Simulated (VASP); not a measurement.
# Fe (Im-3m) in VASP: a series of runs, part 2 of 2

VASP 6.6.1. The steps go on from the part before.

## Step 3: Electric field gradients, r2SCAN, collinear spin, ferromagnetic start

This run uses another cell than the first one, of 12.02 Å³/atom, 1.019 times its volume.

Contents of POSCAR:

```
Fe
1.0
   -1.4430000000      1.4430000000      1.4430000000
    1.4430000000     -1.4430000000      1.4430000000
    1.4430000000      1.4430000000     -1.4430000000
Fe
1
Direct
    0.0000000000      0.0000000000      0.0000000000
```

Contents of INCAR.step1:

```
PREC = Accurate
ENCUT = 520
ISMEAR = 0
SIGMA = 0.05
LREAL = False
LASPH = True
NELM = 150
ISPIN = 2
MAGMOM = 3.1
LMAXMIX = 4
NBANDS = 14
GGA = PE
ALGO = Normal
EDIFF = 1E-4
LWAVE = True
LCHARG = False
```

Contents of INCAR.step2:

```
PREC = Accurate
ENCUT = 520
EDIFF = 1E-8
ISMEAR = 0
SIGMA = 0.05
LREAL = False
LASPH = True
NELM = 150
ALGO = Normal
ISIF = 2
LWAVE = False
LCHARG = False
ISPIN = 2
MAGMOM = 3.1
LORBIT = 11
LMAXMIX = 4
METAGGA = R2SCAN
LMIXTAU = True
LEFG = True
NBANDS = 14
ISTART = 1
```

Contents of KPOINTS:

```
regular mesh
0
Gamma
  22 22 22
```

Potentials or basis: VASP PAW PBE potentials, release 64 (Fe).

Launch:

```console
cat potpaw_PBE.64/Fe/POTCAR > POTCAR
cp INCAR.step1 INCAR
mpirun -np 1 vasp_std > vasp.out
cp INCAR.step2 INCAR
mpirun -np 1 vasp_std > vasp.out
```

OUTCAR:

```text
PREC = Accurate
   ENCUT = 520
   EDIFF = 1E-8
   ISMEAR = 0
   LREAL = False
   LASPH = True
   NELM = 150
   ISIF = 2
   ISPIN = 2
   LORBIT = 11
   METAGGA = R2SCAN
   ISTART = 1

 ion  position               nearest neighbor table
   1  0.000  0.000  0.000-

  LATTYP: Found a body centered cubic cell.
 ALAT       =     2.8860000000

  Lattice vectors:

 A1 = (  -1.4430000000,   1.4430000000,   1.4430000000)
 A2 = (   1.4430000000,  -1.4430000000,   1.4430000000)
 A3 = (   1.4430000000,   1.4430000000,  -1.4430000000)

Analysis of symmetry for initial positions (statically):
=====================================================================
 Subroutine PRICEL returns:
 Original cell was already a primitive cell.

 Routine SETGRP: Setting up the symmetry group for a
 body centered cubic supercell.

 Subroutine GETGRP returns: Found 48 space group operations
 (whereof 48 operations were pure point group operations)
 out of a pool of 48 trial point group operations.

The static configuration has the point symmetry O_h .

Analysis of symmetry for dynamics (positions and initial velocities):
=====================================================================
 Subroutine PRICEL returns:
 Original cell was already a primitive cell.

 Routine SETGRP: Setting up the symmetry group for a
 body centered cubic supercell.

 Subroutine GETGRP returns: Found 48 space group operations
 (whereof 48 operations were pure point group operations)
 out of a pool of 48 trial point group operations.

The dynamic configuration has the point symmetry O_h .

Analysis of structural, dynamic, and magnetic symmetry:
=====================================================================
 Subroutine PRICEL returns:
 Original cell was already a primitive cell.

 Routine SETGRP: Setting up the symmetry group for a
 body centered cubic supercell.

 Subroutine GETGRP returns: Found 48 space group operations
 (whereof 48 operations were pure point group operations)
 out of a pool of 48 trial point group operations.

The overall configuration has the point symmetry O_h .

 Subroutine INISYM returns: Found 48 space group operations
 (whereof 48 operations are pure point group operations),
 and found     1 'primitive' translations

----------------------------------------------------------------------------------------

                                     Primitive cell

  volume of cell :      12.0187

  direct lattice vectors                    reciprocal lattice vectors
    -1.443000000  1.443000000  1.443000000     0.000000000  0.346500347  0.346500347
     1.443000000 -1.443000000  1.443000000     0.346500347  0.000000000  0.346500347
     1.443000000  1.443000000 -1.443000000     0.346500347  0.346500347  0.000000000

  length of vectors
     2.499349315  2.499349315  2.499349315     0.490025489  0.490025489  0.490025489

  position of ions in fractional coordinates (direct lattice)
     0.000000000  0.000000000  0.000000000

  ion indices of the primitive-cell ions
   primitive index   ion index
                 1           1

----------------------------------------------------------------------------------------

 KPOINTS: regular mesh

Automatic generation of k-mesh.
[... 115 lines left out ...]

 val. band max:        5.3191762098   @ k =  -0.1364   0.2273   0.0455
 cond. band min:       5.3217057435   @ k =   0.1364   0.0455   0.0455
 fundamental gap:      0.0025295338
 Fermi energy:         5.3194370933

 spin component 1

 k-point     1 :       0.0000    0.0000    0.0000
  band No.  band energies     occupation
      1      -3.0923      1.00000
      2       2.2260      1.00000
      3       2.2260      1.00000
      4       2.2260      1.00000
      5       3.3878      1.00000
      6       3.3878      1.00000
      7      30.7083      0.00000
      8      30.7083      0.00000
      9      30.7084      0.00000
     10      35.4139      0.00000
     11      35.4139      0.00000
     12      36.9680      0.00000
     13      36.9681      0.00000
     14      36.9681      0.00000
[... 379 lines left out ...]
      3       2.0566      1.00000
      4       3.0403      1.00000
      5       3.1560      1.00000
      6       3.4613      1.00000
      7      24.1886      0.00000
      8      25.9147      0.00000
      9      29.5736      0.00000
     10      30.7938      0.00000
     11      34.1667      0.00000
     12      35.3795      0.00000
     13      39.1640      0.00000
     14      39.6837      0.00000

 [... further k-points ...]

 spin component 2

 k-point     1 :       0.0000    0.0000    0.0000
  band No.  band energies     occupation
      1      -3.7279      1.00000
      2       5.6860      0.00000
      3       5.6861      0.00000
      4       5.6861      0.00000
      5       7.8447      0.00000
      6       7.8447      0.00000
      7      30.3379      0.00000
      8      30.3379      0.00000
      9      30.3379      0.00000
     10      36.0027      0.00000
     11      36.0027      0.00000
     12      38.7321      0.00000
     13      38.7321      0.00000
     14      38.7323      0.00000
[... 379 lines left out ...]
      3       5.3329      0.35186
      4       6.6035      0.00000
      5       7.4285      0.00000
      6       7.9398      0.00000
      7      24.7618      0.00000
      8      26.4831      0.00000
      9      30.7453      0.00000
     10      31.3133      0.00000
     11      35.1423      0.00000
     12      36.8193      0.00000
     13      40.6521      0.00000
     14      40.7779      0.00000

 [... further k-points ...]

------------------------ aborting loop because EDIFF is reached ----------------------------------------

  FORCE on cell =-STRESS in cart. coord.  units (eV):
  Direction    XX          YY          ZZ          XY          YZ          ZX
  --------------------------------------------------------------------------------------
  -------------------------------------------------------------------------------------
  Total       -0.2822415     -0.2822415     -0.2822415      0.0000000     -0.0000000      0.0000000
  in kB      -37.6246464    -37.6246464    -37.6246464      0.0000000     -0.0000000      0.0000000
  external PRESSURE =     -37.6246464 kB  Pullay stress =       0.0000000 kB

 VOLUME and BASIS-vectors are now :
 -----------------------------------------------------------------------------
  energy-cutoff  :      520.00
  volume of cell :       12.02
      direct lattice vectors                 reciprocal lattice vectors
    -1.443000000  1.443000000  1.443000000     0.000000000  0.346500347  0.346500347
     1.443000000 -1.443000000  1.443000000     0.346500347  0.000000000  0.346500347
     1.443000000  1.443000000 -1.443000000     0.346500347  0.346500347  0.000000000

 POSITION                                       TOTAL-FORCE (eV/Angst)
 -----------------------------------------------------------------------------------
      0.00000      0.00000      0.00000        -0.000000      0.000000      0.000000
 -----------------------------------------------------------------------------------
    total drift:                                0.000000     -0.000000      0.000000

  FREE ENERGIE OF THE ION-ELECTRON SYSTEM (eV)
  ---------------------------------------------------
  free  energy   TOTEN  =       -14.3566300833 eV

  energy  without entropy=      -14.3557093319  energy(sigma->0) =      -14.35616971

 Electric field gradients (V/A^2)
---------------------------------------------------------------------
 ion       V_xx      V_yy      V_zz      V_xy      V_xz      V_yz
---------------------------------------------------------------------
   1       0.000    -0.000    -0.000    -0.002    -0.002    -0.002
---------------------------------------------------------------------

 Electric field gradients after diagonalization (V/A^2)
 (convention: |V_zz| > |V_xx| > |V_yy|)
----------------------------------------------------------------------
 ion       V_xx      V_yy      V_zz     asymmetry (V_yy - V_xx)/ V_zz
----------------------------------------------------------------------
   1       0.002     0.002    -0.003       0.000
----------------------------------------------------------------------

           NMR quadrupolar parameters

 Cq : quadrupolar parameter    Cq=e*Q*V_zz/h
 eta: asymmetry parameters     (V_yy - V_xx)/ V_zz
 Q  : nuclear electric quadrupole moment in mb (millibarn)
----------------------------------------------------------------------
 ion       Cq(MHz)       eta       Q (mb)
----------------------------------------------------------------------
   1      -0.000       0.000       1.000
----------------------------------------------------------------------

 total charge

# of ion       s       p       d       tot
------------------------------------------
    1        0.471   0.533   6.154   7.158

 magnetization (x)

# of ion       s       p       d       tot
------------------------------------------
    1       -0.012  -0.117   2.876   2.747
```

OSZICAR.step1:

```text
N       E                     dE             d eps       ncg     rms          rms(c)
DAV:   1     0.220352099466E+02    0.22035E+02   -0.38014E+03 19938   0.683E+02
DAV:   2    -0.816731395024E+01   -0.30203E+02   -0.27577E+02 19994   0.127E+02
DAV:   3    -0.910272361221E+01   -0.93541E+00   -0.92646E+00 22376   0.233E+01
DAV:   4    -0.910594600619E+01   -0.32224E-02   -0.32221E-02 21362   0.124E+00
DAV:   5    -0.910596238551E+01   -0.16379E-04   -0.16380E-04 22096   0.908E-02    0.109E+01
DAV:   6    -0.832021083100E+01    0.78575E+00   -0.10958E+01 23024   0.375E+01    0.626E+00
DAV:   7    -0.823442598291E+01    0.85785E-01   -0.82069E-01 22742   0.981E+00    0.341E+00
DAV:   8    -0.822813079699E+01    0.62952E-02   -0.79545E-03 21572   0.514E-01    0.135E+00
DAV:   9    -0.822172878000E+01    0.64020E-02   -0.82048E-03 24788   0.446E-01    0.324E-01
DAV:  10    -0.822160133696E+01    0.12744E-03   -0.72012E-04 22004   0.314E-01    0.800E-02
DAV:  11    -0.822164266334E+01   -0.41326E-04   -0.19425E-04 11712   0.110E-01
   1 F= -.82216427E+01 E0= -.82209078E+01  d E =-.146981E-02  mag=     2.2962
```

It took 5.6 min on 1 thread of Intel Xeon Platinum 8375C at 2.90GHz (Ice Lake), shared host; peak memory 0.2 GiB.

What came out:

| Item | Value |
| --- | --- |
| Free energy | -14.3566 eV |
| Pressure | -3.8 GPa |
| Net moment | 2.67 μB per cell |
| Site moments | Fe +2.75 μB |
| Valence electrons inside the program's atomic spheres | Fe 7.16 |

Caveat: without QUAD_EFG the Cq values of the log hold for a quadrupole moment of 1 mb, not for the nuclei; the PAW data sets were made with another functional, which shifts forces and pressure a little.
